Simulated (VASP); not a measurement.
# HfN (Fm-3m) in VASP: further runs

Aim: see how the results for HfN move with the level of theory and the settings. Levels: r2SCAN, r2SCAN+U. Tasks: single point.

All numbers are computed with VASP 6.6.1; they aren't measurements. Logs are shortened: lines on timing, memory, paths and dates and some standing lists are left out, and cuts for length are marked.

### 1 The cell of the first run

Symmetry: Fm-3m, No. 225, cubic system. The conventional cell has a = 4.555 Å, b = 4.555 Å, c = 4.555 Å, α = 90.00°, β = 90.00°, γ = 90.00°. Hf (site symmetry m-3m) has 6 N at 2.28 Å within 3.0 Å. Within 3.0 Å of N (site symmetry m-3m) lie 6 Hf at 2.28 Å.

### 2 Single point, r2SCAN (volume scaled by 1.020)

Contents of POSCAR:

```
HfN
1.0
    0.0000000000      2.2773706774      2.2773706774
    2.2773706774      0.0000000000      2.2773706774
    2.2773706774      2.2773706774      0.0000000000
Hf N
1 1
Direct
    0.5000000000      0.5000000000      0.5000000000
    0.0000000000      0.0000000000      0.0000000000
```

Contents of INCAR.step1:

```
PREC = Accurate
ENCUT = 520
ISMEAR = 0
SIGMA = 0.05
LREAL = F
LASPH = T
NELM = 60
NBANDS = 14
GGA = PE
ALGO = Normal
EDIFF = 1E-4
LWAVE = T
LCHARG = F
```

Contents of INCAR.step2:

```
PREC = Accurate
ENCUT = 520
EDIFF = 1E-6
ISMEAR = 0
SIGMA = 0.05
LREAL = F
LASPH = T
NELM = 60
ALGO = Normal
ISIF = 2
LWAVE = F
LCHARG = T
METAGGA = R2SCAN
LMIXTAU = T
LELF = T
LVHAR = T
NBANDS = 14
ISTART = 1
```

Contents of KPOINTS:

```
Automatic mesh
0
Gamma
  12 12 12
```

Potentials or basis: VASP PAW PBE potentials, release 64 (Hf_pv, N).

On the command line:

```sh
$ cat potpaw_PBE.64/Hf_pv/POTCAR potpaw_PBE.64/N/POTCAR > POTCAR
$ cp INCAR.step1 INCAR
$ mpirun -np 1 vasp_std > vasp.out
$ cp INCAR.step2 INCAR
$ mpirun -np 1 vasp_std > vasp.out
```

OUTCAR:

```text
PREC = Accurate
   ENCUT = 520
   EDIFF = 1E-6
   ISMEAR = 0
   LREAL = F
   LASPH = T
   NELM = 60
   ISIF = 2
   METAGGA = R2SCAN
   ISTART = 1

 ion  position               nearest neighbor table
   1  0.500  0.500  0.500-   2 2.28   2 2.28   2 2.28   2 2.28   2 2.28   2 2.28
   2  0.000  0.000  0.000-   1 2.28   1 2.28   1 2.28   1 2.28   1 2.28   1 2.28

  LATTYP: Found a face centered cubic cell.
 ALAT       =     4.5547413548

  Lattice vectors:

 A1 = (   0.0000000000,   2.2773706774,   2.2773706774)
 A2 = (   2.2773706774,   0.0000000000,   2.2773706774)
 A3 = (   2.2773706774,   2.2773706774,   0.0000000000)

Analysis of symmetry for initial positions (statically):
=====================================================================
 Subroutine PRICEL returns:
 Original cell was already a primitive cell.

 Routine SETGRP: Setting up the symmetry group for a
 face centered cubic supercell.

 Subroutine GETGRP returns: Found 48 space group operations
 (whereof 48 operations were pure point group operations)
 out of a pool of 48 trial point group operations.

The static configuration has the point symmetry O_h .

Analysis of symmetry for dynamics (positions and initial velocities):
=====================================================================
 Subroutine PRICEL returns:
 Original cell was already a primitive cell.

 Routine SETGRP: Setting up the symmetry group for a
 face centered cubic supercell.

 Subroutine GETGRP returns: Found 48 space group operations
 (whereof 48 operations were pure point group operations)
 out of a pool of 48 trial point group operations.

The dynamic configuration has the point symmetry O_h .

 Subroutine INISYM returns: Found 48 space group operations
 (whereof 48 operations are pure point group operations),
 and found     1 'primitive' translations

----------------------------------------------------------------------------------------

                                     Primitive cell

  volume of cell :      23.6228

  direct lattice vectors                    reciprocal lattice vectors
     0.000000000  2.277370677  2.277370677    -0.219551435  0.219551435  0.219551435
     2.277370677  0.000000000  2.277370677     0.219551435 -0.219551435  0.219551435
     2.277370677  2.277370677  0.000000000     0.219551435  0.219551435 -0.219551435

  length of vectors
     3.220688499  3.220688499  3.220688499     0.380274240  0.380274240  0.380274240

  position of ions in fractional coordinates (direct lattice)
     0.500000000  0.500000000  0.500000000
     0.000000000  0.000000000  0.000000000

  ion indices of the primitive-cell ions
   primitive index   ion index
                 1           1
                 2           2

----------------------------------------------------------------------------------------

 KPOINTS: Automatic mesh

Automatic generation of k-mesh.
 Grid dimensions read from file:
 generate k-points for:   12   12   12

 Generating k-lattice:

  Cartesian coordinates                     Fractional coordinates (reciprocal lattice)
    -0.018295953  0.018295953  0.018295953     0.083333333  0.000000000  0.000000000
     0.018295953 -0.018295953  0.018295953     0.000000000  0.083333333  0.000000000
     0.018295953  0.018295953 -0.018295953     0.000000000  0.000000000  0.083333333

  Length of vectors
     0.031689520  0.031689520  0.031689520

  Shift w.r.t. Gamma in fractional coordinates (k-lattice)
     0.000000000  0.000000000  0.000000000

 Subroutine IBZKPT returns following result:
 ===========================================

 Found     72 irreducible k-points:

 Following reciprocal coordinates:
            Coordinates               Weight
  0.000000  0.000000  0.000000      1.000000
  0.083333  0.000000  0.000000      8.000000
  0.166667  0.000000  0.000000      8.000000
  0.250000  0.000000  0.000000      8.000000
  0.333333  0.000000  0.000000      8.000000
  0.416667  0.000000  0.000000      8.000000
[... 16 lines left out ...]
  0.500000  0.166667  0.000000     24.000000
 -0.416667  0.166667  0.000000     24.000000
 [... further k-points ...]
   k-points           NKPTS =     72   k-points in BZ     NKDIM =     72   number of bands    NBANDS=     14
   number of dos      NEDOS =    301   number of ions     NIONS =      2
   total plane-waves  NPLWV =  13824
   dimension x,y,z NGX =    24 NGY =   24 NGZ =   24
   dimension x,y,z NGXF=    48 NGYF=   48 NGZF=   48
   ions per type =               1   1
   NGX,Y,Z   is equivalent  to a cutoff of  12.39, 12.39, 12.39 a.u.
   NGXF,Y,Z  is equivalent  to a cutoff of  24.78, 24.78, 24.78 a.u.
 SYSTEM =  unknown system
   PREC   = accura    normal or accurate (medium, high low for compatibility)
   ISTART =      1    job   : 0-new  1-cont  2-samecut
   ICHARG =      0    charge: 1-file 2-atom 10-const
   ISPIN  =      1    spin polarized calculation?
   LNONCOLLINEAR =      F non collinear calculations
   LSORBIT =      F    spin-orbit coupling
   LASPH  =      T    aspherical Exc in radial PAW
   ENCUT  =  520.0 eV  38.22 Ry    6.18 a.u.   5.99  5.99  5.99*2*pi/ulx,y,z
   NELM   =     60;   NELMIN=  2; NELMDL=  0     # of ELM steps
   EDIFF  = 0.1E-05   stopping-criterion for ELM
   LREAL  =      F    real-space projection
   EDIFFG = 0.1E-04   stopping-criterion for IOM
   NSW    =      0    number of steps for IOM
   IBRION =     -1    ionic relax: 0-MD 1-quasi-New 2-CG
   NFREE  =      0    steps in history (QN), initial steepest desc. (CG)
   ISIF   =      2    stress and relaxation
   ISYM   =      2    0-nonsym 1-usesym 2-fastsym
   POTIM  = 0.5000    time-step for ionic-motion
   TEBEG  =    0.0;   TEEND  =   0.0 temperature during run
   PSTRESS=    0.0 pullay stress
   NELECT =      15.0000    total number of electrons
   NUPDOWN=      -1.0000    fix difference up-down
   EMIN   =  10.00;   EMAX   =-10.00  energy-range for DOS
   EFERMI =   0.00;   METHOD = LEGACY
   ISMEAR =     0;   SIGMA  =   0.05  broadening in eV -4-tet -1-fermi 0-gaus
   EFERMI_NEDOS =   21; number of points for ismear=-14 and -15
   IALGO  =     38    algorithm
   IMIX   =      4    mixing-type and parameters
     AMIX     =   0.40;   BMIX     =  1.00
     AMIX_MAG =   1.60;   BMIX_MAG =  1.00
  volume/ion in A,a.u.               =      11.81        79.71
  Fermi-wavevector in a.u.,A,eV,Ry     =   1.407110  2.659053 26.938990  1.979960
  Thomas-Fermi vector in A             =   2.529403
   LORBIT       =      0    0 simple, 1 ext, 2 COOP (PROOUT), +10 PAW based schemes
   METAGGA = R2SCAN    functional components
   LHFCALC =     F    Hartree Fock is set to
   AEXX    =    0.0000 exact exchange contribution
   IVDW    =     0    specifies the selected vdW correction
   LEPSILON=     F    determine dielectric tensor
   LRPA    =     F    only Hartree local field effects (RPA)
 non-spin polarized calculation
 Gauss-broadening in eV      SIGMA  =   0.05
  energy-cutoff  :      520.00
  volume of cell :       23.62
 maximum number of plane-waves:       650
   NGX = 11   NGY = 11   NGZ = 11

 number of electron      15.0000000 magnetization

 Free energy of the ion-electron system (eV)
  ---------------------------------------------------
  ext. energy  EPLUGINS =         0.00000000
  ---------------------------------------------------
  free energy    TOTEN  =       -58.22788247 eV

  energy without entropy =      -58.22766461  energy(sigma->0) =      -58.22777354

 E-fermi :   8.3397     XC(G=0): -13.4188

 val. band max:        8.2972126450   @ k =  -0.0833   0.0833   0.0000
 cond. band min:       8.3954725837   @ k =  -0.1667   0.2500   0.0833
 fundamental gap:      0.0982599387
 Fermi energy:         8.3396820572

 k-point     1 :       0.0000    0.0000    0.0000
  band No.  band energies     occupation
      1     -24.3130      2.00000
      2     -24.3130      2.00000
      3     -24.3130      2.00000
      4     -10.2428      2.00000
      5       4.9140      2.00000
      6       4.9140      2.00000
      7       4.9140      2.00000
      8       7.9898      2.00000
      9       7.9898      2.00000
     10       7.9898      2.00000
     11      10.1401      0.00000
     12      10.2699      0.00000
     13      10.2699      0.00000
     14      18.3103      0.00000

 k-point     2 :       0.0833    0.0000    0.0000
  band No.  band energies     occupation
      1     -24.3776      2.00000
      2     -24.3182      2.00000
      3     -24.3182      2.00000
      4     -10.0922      2.00000
      5       4.2580      2.00000
      6       4.5356      2.00000
      7       4.5356      2.00000
      8       8.1514      2.00000
      9       8.2169      1.99948
     10       8.2169      1.99948
     11      10.6478      0.00000
     12      10.7834      0.00000
     13      10.7834      0.00000
     14      18.8397      0.00000

 k-point     3 :       0.1667    0.0000    0.0000
  band No.  band energies     occupation
      1     -24.5497      2.00000
      2     -24.3324      2.00000
      3     -24.3324      2.00000
      4      -9.6729      2.00000
      5       2.9231      2.00000
      6       3.7478      2.00000
      7       3.7478      2.00000
      8       8.4303      0.01038
      9       8.8018      0.00000
     10       8.8018      0.00000
     11      11.8181      0.00000
     12      12.0377      0.00000
     13      12.0377      0.00000
     14      19.1772      0.00000
[... 324 lines left out ...]
 k-point    23 :       0.5000    0.1667    0.0000
  band No.  band energies     occupation
      1     -25.0914      2.00000
      2     -24.5141      2.00000
      3     -24.4413      2.00000
      4      -8.1072      2.00000
      5      -0.0316      2.00000
      6       2.0070      2.00000
      7       2.2904      2.00000
      8       9.1753      0.00000
      9      11.9243      0.00000
     10      12.3159      0.00000
     11      14.4314      0.00000
     12      15.7417      0.00000
     13      17.2582      0.00000
     14      19.1708      0.00000

 k-point    24 :      -0.4167    0.1667    0.0000
  band No.  band energies     occupation
      1     -25.1014      2.00000
      2     -24.5432      2.00000
      3     -24.4206      2.00000
      4      -8.0115      2.00000
      5      -0.1948      2.00000
      6       2.0360      2.00000
      7       2.0903      2.00000
      8      10.4028      0.00000
      9      11.1207      0.00000
     10      11.7647      0.00000
     11      14.4925      0.00000
     12      16.8590      0.00000
     13      16.8822      0.00000
     14      19.1742      0.00000

 [... further k-points ...]
[... 5 lines left out ...]
  --------------------------------------------------------------------------------------
  -------------------------------------------------------------------------------------
  Total       -1.1706586     -1.1706586     -1.1706586      0.0000000      0.0000000      0.0000000
  in kB      -79.3980229    -79.3980229    -79.3980229      0.0000000      0.0000000      0.0000000
  external PRESSURE =     -79.3980229 kB  Pullay stress =       0.0000000 kB

 VOLUME and BASIS-vectors are now :
 -----------------------------------------------------------------------------
  energy-cutoff  :      520.00
  volume of cell :       23.62
      direct lattice vectors                 reciprocal lattice vectors
     0.000000000  2.277370677  2.277370677    -0.219551435  0.219551435  0.219551435
     2.277370677  0.000000000  2.277370677     0.219551435 -0.219551435  0.219551435
     2.277370677  2.277370677  0.000000000     0.219551435  0.219551435 -0.219551435

 POSITION                                       TOTAL-FORCE (eV/Angst)
 -----------------------------------------------------------------------------------
      2.27737      2.27737      2.27737        -0.000000     -0.000000     -0.000000
      0.00000      0.00000      0.00000         0.000000      0.000000      0.000000
 -----------------------------------------------------------------------------------
    total drift:                                0.000000     -0.000000     -0.000000

  FREE ENERGIE OF THE ION-ELECTRON SYSTEM (eV)
  ---------------------------------------------------
  free  energy   TOTEN  =       -58.2278824679 eV

  energy  without entropy=      -58.2276646059  energy(sigma->0) =      -58.22777354
```

Wall time 52 s (1 thread of Intel Xeon 6975P-C (Granite Rapids), shared host); peak memory 0.16 GiB.

What came out:

| Property | Result |
| --- | --- |
| Free energy | -58.2279 eV |
| Pressure | -7.9 GPa |

Caveat: the PAW data sets were made with another functional, which shifts forces and pressure a little; spin-orbit coupling is left out, which moves the levels of the heavy elements.

### 3 Single point, r2SCAN (volume scaled by 1.040)

Contents of POSCAR:

```
HfN
1.0
    0.0000000000      2.2921592131      2.2921592131
    2.2921592131      0.0000000000      2.2921592131
    2.2921592131      2.2921592131      0.0000000000
Hf N
1 1
Direct
    0.5000000000      0.5000000000      0.5000000000
    0.0000000000      0.0000000000      0.0000000000
```

Contents of INCAR.step1:

```
  PREC = Accurate
  ENCUT = 520
  ISMEAR = 0
  SIGMA = 0.05
  LREAL = F
  LASPH = T
  NELM = 80
  NBANDS = 14
  GGA = PE
  ALGO = Normal
  EDIFF = 1E-4
  LWAVE = T
  LCHARG = F
```

Contents of INCAR.step2:

```
  PREC = Accurate
  ENCUT = 520
  EDIFF = 1E-7
  ISMEAR = 0
  SIGMA = 0.05
  LREAL = F
  LASPH = T
  NELM = 80
  ALGO = Normal
  ISIF = 2
  LWAVE = F
  LCHARG = F
  METAGGA = R2SCAN
  LMIXTAU = T
  NBANDS = 14
  ISTART = 1
```

Contents of KPOINTS:

```
regular mesh
0
Gamma
  12 12 12
```

Potentials or basis: VASP PAW PBE potentials, release 64 (Hf_pv, N).

On the command line:

```sh
$ cat potpaw_PBE.64/Hf_pv/POTCAR potpaw_PBE.64/N/POTCAR > POTCAR
$ cp INCAR.step1 INCAR
$ mpirun -np 1 vasp_std > vasp.out
$ cp INCAR.step2 INCAR
$ mpirun -np 1 vasp_std > vasp.out
```

OUTCAR:

```text
PREC = Accurate
   ENCUT = 520
   EDIFF = 1E-7
   ISMEAR = 0
   LREAL = F
   LASPH = T
   NELM = 80
   ISIF = 2
   METAGGA = R2SCAN
   ISTART = 1

 ion  position               nearest neighbor table
   1  0.500  0.500  0.500-   2 2.29   2 2.29   2 2.29   2 2.29   2 2.29   2 2.29
   2  0.000  0.000  0.000-   1 2.29   1 2.29   1 2.29   1 2.29   1 2.29   1 2.29

  LATTYP: Found a face centered cubic cell.
 ALAT       =     4.5843184262

  Lattice vectors:

 A1 = (   0.0000000000,   2.2921592131,   2.2921592131)
 A2 = (   2.2921592131,   0.0000000000,   2.2921592131)
 A3 = (   2.2921592131,   2.2921592131,   0.0000000000)

Analysis of symmetry for initial positions (statically):
=====================================================================
 Subroutine PRICEL returns:
 Original cell was already a primitive cell.

 Routine SETGRP: Setting up the symmetry group for a
 face centered cubic supercell.

 Subroutine GETGRP returns: Found 48 space group operations
 (whereof 48 operations were pure point group operations)
 out of a pool of 48 trial point group operations.
[... 167 lines left out ...]
 fundamental gap:      0.0953925228
 Fermi energy:         8.1693020652

 k-point     1 :       0.0000    0.0000    0.0000
  band No.  band energies     occupation
      1     -24.5611      2.00000
      2     -24.5611      2.00000
      3     -24.5611      2.00000
      4     -10.2951      2.00000
      5       4.7705      2.00000
      6       4.7705      2.00000
      7       4.7705      2.00000
      8       7.8280      2.00000
      9       7.8280      2.00000
     10       7.8280      2.00000
     11       9.7859      0.00000
     12      10.0529      0.00000
     13      10.0529      0.00000
     14      18.0910      0.00000
[... 377 lines left out ...]
      1     -25.2929      2.00000
      2     -24.7756      2.00000
      3     -24.6620      2.00000
      4      -8.1448      2.00000
      5      -0.2652      2.00000
      6       1.9572      2.00000
      7       1.9919      2.00000
      8      10.1789      0.00000
      9      10.8781      0.00000
     10      11.5053      0.00000
     11      14.1418      0.00000
     12      16.4868      0.00000
     13      16.4967      0.00000
     14      18.9056      0.00000

 [... further k-points ...]
[... 5 lines left out ...]
  --------------------------------------------------------------------------------------
  -------------------------------------------------------------------------------------
  Total       -1.9080615     -1.9080615     -1.9080615      0.0000000      0.0000000      0.0000000
  in kB     -126.9225004   -126.9225004   -126.9225004      0.0000000      0.0000000      0.0000000
  external PRESSURE =    -126.9225004 kB  Pullay stress =       0.0000000 kB

 VOLUME and BASIS-vectors are now :
 -----------------------------------------------------------------------------
  energy-cutoff  :      520.00
  volume of cell :       24.09
      direct lattice vectors                 reciprocal lattice vectors
     0.000000000  2.292159213  2.292159213    -0.218134935  0.218134935  0.218134935
     2.292159213  0.000000000  2.292159213     0.218134935 -0.218134935  0.218134935
     2.292159213  2.292159213  0.000000000     0.218134935  0.218134935 -0.218134935

 POSITION                                       TOTAL-FORCE (eV/Angst)
 -----------------------------------------------------------------------------------
      2.29216      2.29216      2.29216         0.000000      0.000000     -0.000000
      0.00000      0.00000      0.00000        -0.000000     -0.000000      0.000000
 -----------------------------------------------------------------------------------
    total drift:                                0.000000     -0.000000     -0.000000

  FREE ENERGIE OF THE ION-ELECTRON SYSTEM (eV)
  ---------------------------------------------------
  free  energy   TOTEN  =       -58.1985403171 eV

  energy  without entropy=      -58.1983051203  energy(sigma->0) =      -58.19842272
```

OUTCAR.step1:

```text
PREC = Accurate
   ENCUT = 520
   ISMEAR = 0
   LREAL = F
   LASPH = T
[... 628 lines left out ...]
 -----------------------------------------------------------------------------------
      2.29216      2.29216      2.29216         0.000000      0.000000      0.000000
      0.00000      0.00000      0.00000        -0.000000     -0.000000     -0.000000
 -----------------------------------------------------------------------------------
    total drift:                                0.000000     -0.000000     -0.000000

  FREE ENERGIE OF THE ION-ELECTRON SYSTEM (eV)
  ---------------------------------------------------
  free  energy   TOTEN  =       -21.7451294882 eV

  energy  without entropy=      -21.7449554116  energy(sigma->0) =      -21.74504245
```

Run time: 55 s. Hardware: 1 thread of Intel Xeon 6975P-C (Granite Rapids), shared host; peak memory 0.16 GiB.

Results:

```yaml
Free_energy: -58.1985 eV
Pressure: -12.7 GPa
```

Levels at points of the mesh, in eV from the Fermi level:
```
           k point  band 4  band 5  band 6  band 7  band 8  band 9  band 10  band 11  band 12  band 13
(0.00, 0.00, 0.00)  -18.46   -3.40   -3.40   -3.40   -0.34   -0.34    -0.34     1.62     1.88     1.88
(0.50, 0.00, 0.00)  -16.02   -9.11   -6.45   -6.45    3.16    3.53     3.53     4.35     8.53     8.53
(0.50, 0.50, 0.00)  -17.43   -5.95   -4.13   -4.13   -3.72    3.88     5.20     5.20     5.27     7.90
```

Caveat: the PAW data sets were made with another functional, which shifts forces and pressure a little; spin-orbit coupling is left out, which moves the levels of the heavy elements.

(Continued in part 2 of 2.)
